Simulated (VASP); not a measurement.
# Al2GaN3 (Cm) in VASP: notebook, part 2 of 2

VASP 6.6.1. Earlier steps stand in the parts before.

### Step 5. Single point, PBEsol

This run uses another cell than the first one, of 10.77 Å³/atom, 0.973 times its volume.

INCAR

```
SYSTEM = Al2GaN3
  PREC = Accurate
  ENCUT = 520
  EDIFF = 1E-6
  ISMEAR = 0
  SIGMA = 0.02
  LREAL = .False.
  LASPH = .True.
  NELM = 60
  ALGO = Normal
  ISIF = 2
  LWAVE = .False.
  LCHARG = .False.
  GGA = PS
  NBANDS = 46
```

KPOINTS

```
Automatic mesh
0
Gamma
  8 8 4
  0 0 0
```

POSCAR

```
Al2GaN3
1.0
    5.7432091051     -1.5678776039      0.0009115860
    5.7432091051      1.5678776039      0.0009115860
   -1.8962130095      0.0000000000      7.1753491495
Al Ga N
4 2 6
Direct
    0.9442094829      0.9442094829      0.3892317946
    0.8889313903      0.8889313903      0.7767015034
    0.2231418107      0.2231418107      0.4445132115
    0.5540491769      0.5540491769      0.1130296850
    0.2770821303      0.2770821303      0.0576223522
    0.6096504594      0.6096504594      0.7217877029
    0.1476133209      0.1476133209      0.1850004131
    0.4816489577      0.4816489577      0.8524466909
    0.8183309530      0.8183309530      0.5150587639
    0.7644028745      0.7644028745      0.9017209729
    0.0952971029      0.0952971029      0.5647077555
    0.4310073403      0.4310073403      0.2429801442
```

Potentials or basis: VASP PAW PBE potentials, release 64 (Al, Ga_d, N).

Launch:

```console
$ cat potpaw_PBE.64/Al/POTCAR potpaw_PBE.64/Ga_d/POTCAR potpaw_PBE.64/N/POTCAR > POTCAR
$ mpirun -np 1 vasp_std > vasp.out
```

OUTCAR:

```text
SYSTEM = Al2GaN3
   PREC = Accurate
   ENCUT = 520
   EDIFF = 1E-6
   ISMEAR = 0
   LREAL = .False.
   LASPH = .True.
   NELM = 60
   ISIF = 2
   GGA = PS

 ion  position               nearest neighbor table
   1  0.944  0.944  0.389-  11 1.89  12 1.89  12 1.89   9 1.91   4 3.09   4 3.09   2 3.10   3 3.10
                             3 3.10   3 3.12   6 3.13   6 3.13   5 3.13   5 3.13
   2  0.889  0.889  0.777-  10 1.89   8 1.90   8 1.90   9 1.90   6 3.10   6 3.10   1 3.10   3 3.12
                             3 3.12   6 3.13   5 3.13   5 3.13   4 3.14   4 3.14
   3  0.223  0.223  0.445-   7 1.90  11 1.90   9 1.91   9 1.91   5 3.09   1 3.10   1 3.10   1 3.12
                             6 3.12   6 3.12   2 3.12   2 3.12   4 3.14   4 3.14
   4  0.554  0.554  0.113-   7 1.90   7 1.90   8 1.90  12 1.90   1 3.09   1 3.09   5 3.10   5 3.12
                             5 3.12   6 3.13   3 3.14   3 3.14   2 3.14   2 3.14
   5  0.277  0.277  0.058-  10 1.93  10 1.93  12 1.94   7 1.96   3 3.09   4 3.10   4 3.12   4 3.12
                             1 3.13   1 3.13   2 3.13   2 3.13
   6  0.610  0.610  0.722-  10 1.93  11 1.94  11 1.94   8 1.96   2 3.10   2 3.10   3 3.12   3 3.12
                             1 3.13   1 3.13   4 3.13   2 3.13
   7  0.148  0.148  0.185-   4 1.90   4 1.90   3 1.90   5 1.96
   8  0.482  0.482  0.852-   2 1.90   2 1.90   4 1.90   6 1.96
   9  0.818  0.818  0.515-   2 1.90   3 1.91   3 1.91   1 1.91
  10  0.764  0.764  0.902-   2 1.89   6 1.93   5 1.93   5 1.93
  11  0.095  0.095  0.565-   1 1.89   3 1.90   6 1.94   6 1.94
  12  0.431  0.431  0.243-   1 1.89   1 1.89   4 1.90   5 1.94

  LATTYP: Found a base centered monoclinic cell.
 ALAT       =    11.4864183549
 B/A-ratio  =     0.2729967785
 C/A-ratio  =     0.6461261230
 COS(beta)  =    -0.2553431799

  Lattice vectors:

 A1 = (   5.7432091051,  -1.5678776039,   0.0009115860)
 A2 = (   5.7432091051,   1.5678776039,   0.0009115860)
 A3 = (  -1.8962130095,   0.0000000000,   7.1753491495)

Analysis of symmetry for initial positions (statically):
=====================================================================
 Subroutine PRICEL returns:
 Original cell was already a primitive cell.

 Routine SETGRP: Setting up the symmetry group for a
[... 177 lines left out ...]
   NGX = 23   NGY = 23   NGZ = 27

 number of electron      67.9999995 magnetization

 Free energy of the ion-electron system (eV)
  ---------------------------------------------------
  ext. energy  EPLUGINS =         0.00000000
  ---------------------------------------------------
  free energy    TOTEN  =       -88.82256624 eV

  energy without entropy =      -88.82256624  energy(sigma->0) =      -88.82256624

 E-fermi :   5.8490     XC(G=0): -11.3915

 val. band max:        5.7356469276   @ k =   0.0000   0.0000   0.0000
 cond. band min:       9.0094541021   @ k =   0.0000   0.0000   0.0000
 fundamental gap:      3.2738071745
 Fermi energy:         5.8490253027

 k-point     1 :       0.0000    0.0000    0.0000
  band No.  band energies     occupation
      1      -9.7104      2.00000
      2      -8.7527      2.00000
      3      -8.4324      2.00000
      4      -8.2235      2.00000
      5      -8.0599      2.00000
      6      -7.6330      2.00000
[... 1165 lines left out ...]
     45      14.9758      0.00000
     46      15.3222      0.00000

 [... further k-points ...]

------------------------ aborting loop because EDIFF is reached ----------------------------------------

  FORCE on cell =-STRESS in cart. coord.  units (eV):
  Direction    XX          YY          ZZ          XY          YZ          ZX
  --------------------------------------------------------------------------------------
  -------------------------------------------------------------------------------------
  Total       -0.0309608     -0.0516775     -0.0569013      0.0000000      0.0000000     -0.0103140
  in kB       -0.3838526     -0.6406994     -0.7054643      0.0000000      0.0000000     -0.1278732
  external PRESSURE =      -0.5766721 kB  Pullay stress =       0.0000000 kB

 VOLUME and BASIS-vectors are now :
 -----------------------------------------------------------------------------
  energy-cutoff  :      520.00
  volume of cell :      129.23
      direct lattice vectors                 reciprocal lattice vectors
     5.743209105 -1.567877604  0.000911586     0.087055689 -0.318902444  0.023006007
     5.743209105  1.567877604  0.000911586     0.087055689  0.318902444  0.023006007
    -1.896213010  0.000000000  7.175349149    -0.000022120  0.000000000  0.139360195

 POSITION                                       TOTAL-FORCE (eV/Angst)
 -----------------------------------------------------------------------------------
     10.10752      0.00000      2.79460         0.001212      0.000000     -0.000801
      8.73785      0.00000      5.57473         0.000689      0.000000     -0.000642
      1.72021      0.00000      3.18994        -0.001778      0.000000     -0.000451
      6.14971      0.00000      0.81204         0.000758      0.000000     -0.000733
      3.07342      0.00000      0.41397         0.003171      0.000000     -0.008613
      5.63404      0.00000      5.18019         0.005940      0.000000     -0.001871
      1.34475      0.00000      1.32771         0.005847      0.000000     -0.002038
      3.91600      0.00000      6.11748         0.006095      0.000000     -0.002909
      8.42303      0.00000      3.69722         0.001566      0.000000     -0.000455
      7.07040      0.00000      6.47156        -0.012883      0.000000      0.007810
      0.02382      0.00000      4.05215        -0.002654      0.000000      0.015274
      4.48999      0.00000      1.74425        -0.007964      0.000000     -0.004570
 -----------------------------------------------------------------------------------
    total drift:                                0.000032     -0.000000      0.000438

  FREE ENERGIE OF THE ION-ELECTRON SYSTEM (eV)
  ---------------------------------------------------
  free  energy   TOTEN  =       -88.8225662416 eV

  energy  without entropy=      -88.8225662416  energy(sigma->0) =      -88.82256624
```

OSZICAR:

```text
N       E                     dE             d eps       ncg     rms          rms(c)
DAV:   1     0.686626614379E+03    0.68663E+03   -0.29871E+04  8074   0.199E+03
DAV:   2     0.285719826719E+02   -0.65805E+03   -0.60890E+03  8214   0.582E+02
DAV:   3    -0.929456000498E+02   -0.12152E+03   -0.11892E+03  7924   0.179E+02
DAV:   4    -0.101396117938E+03   -0.84505E+01   -0.83861E+01 10088   0.524E+01
DAV:   5    -0.101586007768E+03   -0.18989E+00   -0.18919E+00  8972   0.787E+00    0.195E+01
DAV:   6    -0.887592907660E+02    0.12827E+02   -0.41839E+01 11948   0.569E+01    0.643E+00
DAV:   7    -0.889455240916E+02   -0.18623E+00   -0.47108E+00  8156   0.112E+01    0.486E+00
DAV:   8    -0.888565654863E+02    0.88959E-01   -0.60854E-01 10582   0.797E+00    0.104E+00
DAV:   9    -0.888214196430E+02    0.35146E-01   -0.15655E-01 11216   0.544E+00    0.438E-01
DAV:  10    -0.888222849422E+02   -0.86530E-03   -0.16270E-02  8338   0.687E-01    0.218E-01
DAV:  11    -0.888225862875E+02   -0.30135E-03   -0.14936E-03 11520   0.325E-01    0.562E-02
DAV:  12    -0.888225619866E+02    0.24301E-04   -0.26836E-04  9768   0.153E-01    0.319E-02
DAV:  13    -0.888225665944E+02   -0.46078E-05   -0.67493E-05  8918   0.507E-02    0.119E-02
DAV:  14    -0.888225662416E+02    0.35276E-06   -0.51902E-06  8852   0.405E-02
   1 F= -.88822566E+02 E0= -.88822566E+02  d E =-.490189E-18
```

stdout:

```text
POSCAR found type information on POSCAR AlGaN
 POSCAR found :  3 types and      12 ions
 scaLAPACK will be used
 -----------------------------------------------------------------------------
|                                                                             |
|                                                                             |
|     You enforced a specific xc type in the INCAR file but a different       |
|     I HOPE YOU KNOW WHAT YOU ARE DOING!                                     |
|                                                                             |
 -----------------------------------------------------------------------------

 LDA part: xc-table for (Slater+PW92), standard interpolation
 POSCAR, INCAR and KPOINTS ok, starting setup
 FFT: planning ... GRIDC
 FFT: planning ... GRID_SOFT
 FFT: planning ... GRID
 WAVECAR not read
 entering main loop
```

It took 20 min on 1 thread of Oxide Virtual Turin-like, shared host; peak memory 0.56 GiB.

Results:

```yaml
Free_energy: -88.8226 eV
Pressure: -0.1 GPa
Largest_force: 0.016 eV/Å
Band_gap_on_the_k_mesh: 3.27 eV, direct
```

Forces on the atoms (eV/Å):
```
Al   0.001  0.000 -0.001
Al   0.001  0.000 -0.001
Al  -0.002  0.000  0.000
Al   0.001  0.000 -0.001
Ga   0.003  0.000 -0.009
Ga   0.006  0.000 -0.002
N    0.006  0.000 -0.002
N    0.006  0.000 -0.003
N    0.002  0.000  0.000
N   -0.013  0.000  0.008
N   -0.003  0.000  0.015
N   -0.008  0.000 -0.005
```

Caveat: the PAW data sets were made with another functional, which shifts forces and pressure a little. A k mesh can miss the band edges.

### Step 6. Overview

| cell | gap on the mesh (eV) | pressure (GPa) | largest force (eV/Å) |
| --- | --- | --- | --- |
| a = 6.072, b = 6.072, c = 7.348 Å, angles 104.7, 104.7, 30.5°, 12 atoms | 2.97 | -5.1 | 0.38 |
| a = 5.904, b = 5.904, c = 7.361 Å, angles 104.2, 104.2, 30.6°, 12 atoms | 3.46 | 4.9 | 0.02 |
| a = 5.932, b = 5.932, c = 7.396 Å, angles 104.2, 104.2, 30.5°, 12 atoms | 3.35 | 2.0 | 0.02 |
| a = 5.953, b = 5.953, c = 7.422 Å, angles 104.3, 104.3, 30.5°, 12 atoms | 3.27 | -0.1 | 0.02 |

Alike in all rows: task single point; level PBEsol; potentials or basis VASP PAW PBE potentials, release 64 (Al, Ga_d, N); no spin polarisation; k mesh 8 × 8 × 4; cutoff (eV) 520; smearing gaussian 0.02 eV.

Caveats: the PAW data sets were made with another functional, which shifts forces and pressure a little.

Total energies depend on the potentials used, so only differences within one code and one set of settings carry meaning.
